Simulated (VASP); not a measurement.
# SiO2 (Stishovite) (P4_2/mnm) in VASP: notebook

SiO2 (Stishovite) is run at these levels: PBEsol, revPBE; tasks: single point.

Program: VASP 6.6.1. These are calculated values, not measurements. Logs are shortened: lines on timing, memory, paths and dates and some standing lists are left out, and cuts for length are marked.

## 1. The cell of the first run

The structure is tetragonal, space group P4_2/mnm (No. 136). Conventional cell: a = 4.177 Å, b = 4.177 Å, c = 2.665 Å, α = 90.00°, β = 90.00°, γ = 90.00°. Si (site symmetry mmm) has 6 O at 1.76 to 1.81 Å within 2.3 Å. O (site symmetry m2m) has 3 Si at 1.76 to 1.81 Å and 1 O at 2.29 Å within 2.3 Å.

## 2. Single point, PBEsol

INCAR reads:

```
PREC = Accurate
ENCUT = 520
EDIFF = 1E-6
ISMEAR = 0
SIGMA = 0.01
LREAL = False
LASPH = True
NELM = 80
ALGO = Normal
ISIF = 2
LWAVE = False
LCHARG = False
GGA = PS
NBANDS = 25
```

KPOINTS reads:

```
regular mesh
0
Gamma
  4 4 6
```

POSCAR reads:

```
SiO2
1.0
    4.1773000000      0.0000000000      0.0000000000
    0.0000000000      4.1773000000      0.0000000000
    0.0000000000      0.0000000000      2.6652000000
Si O
2 4
Direct
    0.0000000000      0.0000000000      0.0000000000
    0.5000000000      0.5000000000      0.5000000000
    0.3059000000      0.3059000000      0.0000000000
    0.1941000000      0.8059000000      0.5000000000
    0.6941000000      0.6941000000      0.0000000000
    0.8059000000      0.1941000000      0.5000000000
```

Potentials or basis: VASP PAW PBE potentials, release 64 (Si, O).

Launch:

```sh
cat potpaw_PBE.64/Si/POTCAR potpaw_PBE.64/O/POTCAR > POTCAR
mpirun -np 1 vasp_std > vasp.out
```

OUTCAR:

```text
PREC = Accurate
   ENCUT = 520
   EDIFF = 1E-6
   ISMEAR = 0
   LREAL = False
   LASPH = True
   NELM = 80
   ISIF = 2
   GGA = PS

 ion  position               nearest neighbor table
   1  0.000  0.000  0.000-   4 1.76   6 1.76   4 1.76   6 1.76   5 1.81   3 1.81
   2  0.500  0.500  0.500-   3 1.76   5 1.76   3 1.76   5 1.76   4 1.81   6 1.81
   3  0.306  0.306  0.000-   2 1.76   2 1.76   1 1.81
   4  0.194  0.806  0.500-   1 1.76   1 1.76   2 1.81
   5  0.694  0.694  0.000-   2 1.76   2 1.76   1 1.81
   6  0.806  0.194  0.500-   1 1.76   1 1.76   2 1.81

  LATTYP: Found a simple tetragonal cell.
 ALAT       =     4.1773000000
 C/A-ratio  =     0.6380197735

  Lattice vectors:

 A1 = (   4.1773000000,   0.0000000000,   0.0000000000)
 A2 = (   0.0000000000,   4.1773000000,   0.0000000000)
 A3 = (   0.0000000000,   0.0000000000,   2.6652000000)

Analysis of symmetry for initial positions (statically):
=====================================================================
 Subroutine PRICEL returns:
 Original cell was already a primitive cell.

 Routine SETGRP: Setting up the symmetry group for a
 simple tetragonal supercell.

 Subroutine GETGRP returns: Found 16 space group operations
 (whereof  8 operations were pure point group operations)
 out of a pool of 16 trial point group operations.

The static configuration has the point symmetry D_2h.
 The point group associated with its full space group is D_4h.

Analysis of symmetry for dynamics (positions and initial velocities):
=====================================================================
 Subroutine PRICEL returns:
 Original cell was already a primitive cell.

 Routine SETGRP: Setting up the symmetry group for a
 simple tetragonal supercell.

 Subroutine GETGRP returns: Found 16 space group operations
 (whereof  8 operations were pure point group operations)
 out of a pool of 16 trial point group operations.

The dynamic configuration has the point symmetry D_2h.
 The point group associated with its full space group is D_4h.

 Subroutine INISYM returns: Found 16 space group operations
 (whereof  8 operations are pure point group operations),
 and found     1 'primitive' translations

----------------------------------------------------------------------------------------

                                     Primitive cell

  volume of cell :      46.5073

  direct lattice vectors                    reciprocal lattice vectors
     4.177300000  0.000000000  0.000000000     0.239389079  0.000000000  0.000000000
     0.000000000  4.177300000  0.000000000     0.000000000  0.239389079  0.000000000
     0.000000000  0.000000000  2.665200000     0.000000000  0.000000000  0.375206363

  length of vectors
     4.177300000  4.177300000  2.665200000     0.239389079  0.239389079  0.375206363

  position of ions in fractional coordinates (direct lattice)
     0.000000000  0.000000000  0.000000000
     0.500000000  0.500000000  0.500000000
     0.305900000  0.305900000  0.000000000
     0.194100000  0.805900000  0.500000000
     0.694100000  0.694100000  0.000000000
     0.805900000  0.194100000  0.500000000

  ion indices of the primitive-cell ions
   primitive index   ion index
                 1           1
                 2           2
                 3           3
                 4           4
                 5           5
                 6           6

----------------------------------------------------------------------------------------

 KPOINTS: regular mesh

Automatic generation of k-mesh.
 Grid dimensions read from file:
 generate k-points for:    4    4    6

 Generating k-lattice:

  Cartesian coordinates                     Fractional coordinates (reciprocal lattice)
     0.059847270  0.000000000  0.000000000     0.250000000  0.000000000  0.000000000
     0.000000000  0.059847270  0.000000000     0.000000000  0.250000000  0.000000000
     0.000000000  0.000000000  0.062534394     0.000000000  0.000000000  0.166666667

  Length of vectors
     0.059847270  0.059847270  0.062534394

  Shift w.r.t. Gamma in fractional coordinates (k-lattice)
     0.000000000  0.000000000  0.000000000

 Subroutine IBZKPT returns following result:
 ===========================================

 Found     24 irreducible k-points:

 Following reciprocal coordinates:
            Coordinates               Weight
  0.000000  0.000000  0.000000      1.000000
  0.250000  0.000000  0.000000      4.000000
  0.500000  0.000000  0.000000      2.000000
  0.250000  0.250000  0.000000      4.000000
  0.500000  0.250000  0.000000      4.000000
  0.500000  0.500000  0.000000      1.000000
[... 16 lines left out ...]
  0.500000  0.250000  0.500000      4.000000
  0.500000  0.500000  0.500000      1.000000
   k-points           NKPTS =     24   k-points in BZ     NKDIM =     24   number of bands    NBANDS=     25
   number of dos      NEDOS =    301   number of ions     NIONS =      6
   total plane-waves  NPLWV =  20480
   dimension x,y,z NGX =    32 NGY =   32 NGZ =   20
   dimension x,y,z NGXF=    64 NGYF=   64 NGZF=   40
   ions per type =               2   4
   NGX,Y,Z   is equivalent  to a cutoff of  12.74, 12.74, 12.48 a.u.
   NGXF,Y,Z  is equivalent  to a cutoff of  25.47, 25.47, 24.95 a.u.
 SYSTEM =  unknown system
   PREC   = accura    normal or accurate (medium, high low for compatibility)
   ISTART =      0    job   : 0-new  1-cont  2-samecut
   ICHARG =      2    charge: 1-file 2-atom 10-const
   ISPIN  =      1    spin polarized calculation?
   LNONCOLLINEAR =      F non collinear calculations
   LSORBIT =      F    spin-orbit coupling
   LASPH  =      T    aspherical Exc in radial PAW
   ENCUT  =  520.0 eV  38.22 Ry    6.18 a.u.   7.77  7.77  4.96*2*pi/ulx,y,z
   NELM   =     80;   NELMIN=  2; NELMDL= -5     # of ELM steps
   EDIFF  = 0.1E-05   stopping-criterion for ELM
   LREAL  =      F    real-space projection
   EDIFFG = 0.1E-04   stopping-criterion for IOM
   NSW    =      0    number of steps for IOM
   IBRION =     -1    ionic relax: 0-MD 1-quasi-New 2-CG
   NFREE  =      0    steps in history (QN), initial steepest desc. (CG)
   ISIF   =      2    stress and relaxation
   ISYM   =      2    0-nonsym 1-usesym 2-fastsym
   POTIM  = 0.5000    time-step for ionic-motion
   TEBEG  =    0.0;   TEEND  =   0.0 temperature during run
   PSTRESS=    0.0 pullay stress
   NELECT =      32.0000    total number of electrons
   NUPDOWN=      -1.0000    fix difference up-down
   EMIN   =  10.00;   EMAX   =-10.00  energy-range for DOS
   EFERMI =   0.00;   METHOD = LEGACY
   ISMEAR =     0;   SIGMA  =   0.01  broadening in eV -4-tet -1-fermi 0-gaus
   EFERMI_NEDOS =   21; number of points for ismear=-14 and -15
   IALGO  =     38    algorithm
   IMIX   =      4    mixing-type and parameters
     AMIX     =   0.40;   BMIX     =  1.00
     AMIX_MAG =   1.60;   BMIX_MAG =  1.00
  volume/ion in A,a.u.               =       7.75        52.31
  Fermi-wavevector in a.u.,A,eV,Ry     =   1.445277  2.731178 28.420200  2.088826
  Thomas-Fermi vector in A             =   2.563477
   LORBIT       =      0    0 simple, 1 ext, 2 COOP (PROOUT), +10 PAW based schemes
   GGA     = PS    functional components
   LHFCALC =     F    Hartree Fock is set to
   AEXX    =    0.0000 exact exchange contribution
   IVDW    =     0    specifies the selected vdW correction
   LEPSILON=     F    determine dielectric tensor
   LRPA    =     F    only Hartree local field effects (RPA)
 non-spin polarized calculation
 Gauss-broadening in eV      SIGMA  =   0.01
  energy-cutoff  :      520.00
  volume of cell :       46.51
 maximum number of plane-waves:      1270
 NGX is ok and might be reduce to    32
   NGX = 15   NGY = 15   NGZ =  9

 number of electron      31.9999975 magnetization

 Free energy of the ion-electron system (eV)
  ---------------------------------------------------
  ext. energy  EPLUGINS =         0.00000000
  ---------------------------------------------------
  free energy    TOTEN  =       -48.97245491 eV

  energy without entropy =      -48.97245491  energy(sigma->0) =      -48.97245491

 E-fermi :   8.2727     XC(G=0): -12.5361

 val. band max:        8.1888225524   @ k =   0.0000   0.0000   0.0000
 cond. band min:      13.7814712728   @ k =   0.0000   0.0000   0.0000
 fundamental gap:      5.5926487205
 Fermi energy:         8.2726641325

 k-point     1 :       0.0000    0.0000    0.0000
  band No.  band energies     occupation
      1     -14.4021      2.00000
      2     -10.7075      2.00000
      3     -10.7075      2.00000
      4     -10.4665      2.00000
      5      -2.7658      2.00000
      6       1.6704      2.00000
[... 17 lines left out ...]
     24      22.3884      0.00000
     25      23.8622      0.00000

 k-point     2 :       0.2500    0.0000    0.0000
  band No.  band energies     occupation
      1     -14.0736      2.00000
      2     -11.8351      2.00000
      3     -10.5435      2.00000
      4     -10.0133      2.00000
      5      -2.3439      2.00000
      6       0.3553      2.00000
[... 17 lines left out ...]
     24      21.6143      0.00000
     25      23.3946      0.00000

 k-point     3 :       0.5000    0.0000    0.0000
  band No.  band energies     occupation
      1     -13.1467      2.00000
      2     -13.1467      2.00000
      3     -10.1769      2.00000
      4     -10.1769      2.00000
      5      -1.2331      2.00000
      6      -1.2331      2.00000
[... 552 lines left out ...]
 k-point    23 :       0.5000    0.2500    0.5000
  band No.  band energies     occupation
      1     -11.3519      2.00000
      2     -11.3519      2.00000
      3     -10.1422      2.00000
      4     -10.1422      2.00000
      5      -2.1744      2.00000
      6      -2.1744      2.00000
[... 17 lines left out ...]
     24      21.6418      0.00000
     25      23.4931      0.00000

 k-point    24 :       0.5000    0.5000    0.5000
  band No.  band energies     occupation
      1     -11.3111      2.00000
      2     -11.3111      2.00000
      3     -10.1107      2.00000
      4     -10.1107      2.00000
      5      -2.6851      2.00000
      6      -2.6851      2.00000
[... 17 lines left out ...]
     24      21.9914      0.00000
     25      23.7679      0.00000

------------------------ aborting loop because EDIFF is reached ----------------------------------------

  FORCE on cell =-STRESS in cart. coord.  units (eV):
  Direction    XX          YY          ZZ          XY          YZ          ZX
  --------------------------------------------------------------------------------------
  -------------------------------------------------------------------------------------
  Total        1.2187372      1.2187372      1.9157166     -0.0000000      0.0000000      0.0000000
  in kB       41.9855175     41.9855175     65.9964718     -0.0000000      0.0000000      0.0000000
  external PRESSURE =      49.9891690 kB  Pullay stress =       0.0000000 kB

 VOLUME and BASIS-vectors are now :
 -----------------------------------------------------------------------------
  energy-cutoff  :      520.00
  volume of cell :       46.51
      direct lattice vectors                 reciprocal lattice vectors
     4.177300000  0.000000000  0.000000000     0.239389079  0.000000000  0.000000000
     0.000000000  4.177300000  0.000000000     0.000000000  0.239389079  0.000000000
     0.000000000  0.000000000  2.665200000     0.000000000  0.000000000  0.375206363

 POSITION                                       TOTAL-FORCE (eV/Angst)
 -----------------------------------------------------------------------------------
      0.00000      0.00000      0.00000         0.000000      0.000000      0.000000
      2.08865      2.08865      1.33260         0.000000      0.000000      0.000000
      1.27784      1.27784      0.00000        -0.063517     -0.063517      0.000000
      0.81081      3.36649      1.33260         0.063517     -0.063517      0.000000
      2.89946      2.89946      0.00000         0.063517      0.063517      0.000000
      3.36649      0.81081      1.33260        -0.063517      0.063517      0.000000
 -----------------------------------------------------------------------------------
    total drift:                                0.000000      0.000000     -0.000000

  FREE ENERGIE OF THE ION-ELECTRON SYSTEM (eV)
  ---------------------------------------------------
  free  energy   TOTEN  =       -48.9724549097 eV

  energy  without entropy=      -48.9724549097  energy(sigma->0) =      -48.97245491
```

Run time: 16 s. Hardware: 1 thread of Intel Xeon Platinum 8259CL at 2.50GHz (Skylake/Cascade Lake), shared host; peak memory 0.16 GiB.

Results:

```
Free energy            : -48.9725 eV
Pressure               : 5.0 GPa
Largest force          : 0.090 eV/Å
Band gap on the k mesh : 5.59 eV, direct
```

Forces in eV/Å, atoms in the order of the input:
```
Si   0.000  0.000  0.000
Si   0.000  0.000  0.000
O   -0.064 -0.064  0.000
O    0.064 -0.064  0.000
O    0.064  0.064  0.000
O   -0.064  0.064  0.000
```

Stress tensor (GPa, compression positive):
```
4.20 0.00 0.00
0.00 4.20 0.00
0.00 0.00 6.60
```

Levels at points of the mesh, in eV from the valence-band top:
| k point | band 14 | band 15 | band 16 | band 17 | band 18 | band 19 |
| --- | --- | --- | --- | --- | --- | --- |
| (0.00, 0.00, 0.00) | -0.89 | -0.89 | 0.00 | 5.59 | 6.54 | 8.36 |
| (0.50, 0.00, 0.00) | -2.71 | -1.09 | -1.09 | 7.69 | 7.69 | 8.93 |
| (0.50, 0.50, 0.00) | -2.71 | -2.32 | -2.32 | 7.36 | 7.36 | 9.94 |
| (0.00, 0.00, 0.50) | -3.15 | -2.73 | -2.73 | 9.04 | 9.04 | 12.47 |
| (0.50, 0.00, 0.50) | -2.31 | -1.79 | -1.79 | 8.70 | 8.70 | 9.75 |
| (0.50, 0.50, 0.50) | -1.79 | -1.58 | -1.58 | 7.11 | 7.11 | 10.84 |

Caveat: the PAW data sets were made with another functional, which shifts forces and pressure a little.

## 3. Single point, revPBE

INCAR reads:

```
SYSTEM = SiO2
  PREC = Accurate
  ENCUT = 520
  EDIFF = 1E-6
  ISMEAR = 0
  SIGMA = 0.01
  LREAL = .FALSE.
  LASPH = .TRUE.
  NELM = 100
  ALGO = Normal
  ISIF = 2
  LWAVE = .FALSE.
  LCHARG = .FALSE.
  GGA = RE
  NBANDS = 25
```

KPOINTS reads:

```
regular mesh
0
G
  4 4 6
  0 0 0
```

POSCAR is that of step 2.

Potentials or basis: VASP PAW PBE potentials, release 64 (Si, O).

Launch:

```sh
cat potpaw_PBE.64/Si/POTCAR potpaw_PBE.64/O/POTCAR > POTCAR
mpirun -np 1 vasp_std > vasp.out
```

Wall time 17 s (1 thread of Intel Xeon Platinum 8259CL at 2.50GHz (Skylake/Cascade Lake), shared host); peak memory 0.15 GiB.

Results (log left out):

| Property | Result |
| --- | --- |
| Free energy | -44.1165 eV |
| Pressure | 15.1 GPa |
| Largest force | 0.125 eV/Å |
| Band gap on the k mesh | 5.69 eV, direct |

Forces in eV/Å, atoms in the order of the input:
```
Si   0.000  0.000  0.000
Si   0.000  0.000  0.000
O   -0.089 -0.089  0.000
O    0.089 -0.089  0.000
O    0.089  0.089  0.000
O   -0.089  0.089  0.000
```

Stress tensor (GPa, compression positive):
```
14.45  0.00  0.00
 0.00 14.45  0.00
 0.00  0.00 16.37
```

Levels at points of the mesh, in eV from the valence-band top:
| k point | band 13 | band 14 | band 15 | band 16 | band 17 | band 18 | band 19 | band 20 |
| --- | --- | --- | --- | --- | --- | --- | --- | --- |
| (0.00, 0.00, 0.00) | -2.50 | -0.88 | -0.88 | 0.00 | 5.69 | 6.80 | 8.59 | 8.59 |
| (0.50, 0.00, 0.00) | -2.69 | -2.69 | -1.07 | -1.07 | 7.84 | 7.84 | 9.18 | 9.18 |
| (0.50, 0.50, 0.00) | -2.66 | -2.66 | -2.28 | -2.28 | 7.52 | 7.52 | 10.17 | 10.17 |
| (0.00, 0.00, 0.50) | -3.06 | -3.06 | -2.68 | -2.68 | 9.22 | 9.22 | 12.76 | 12.76 |
| (0.50, 0.00, 0.50) | -2.28 | -2.28 | -1.75 | -1.75 | 8.88 | 8.88 | 9.95 | 9.95 |
| (0.50, 0.50, 0.50) | -1.76 | -1.76 | -1.56 | -1.56 | 7.27 | 7.27 | 11.16 | 11.16 |

Caveat: the PAW data sets were made with another functional, which shifts forces and pressure a little.
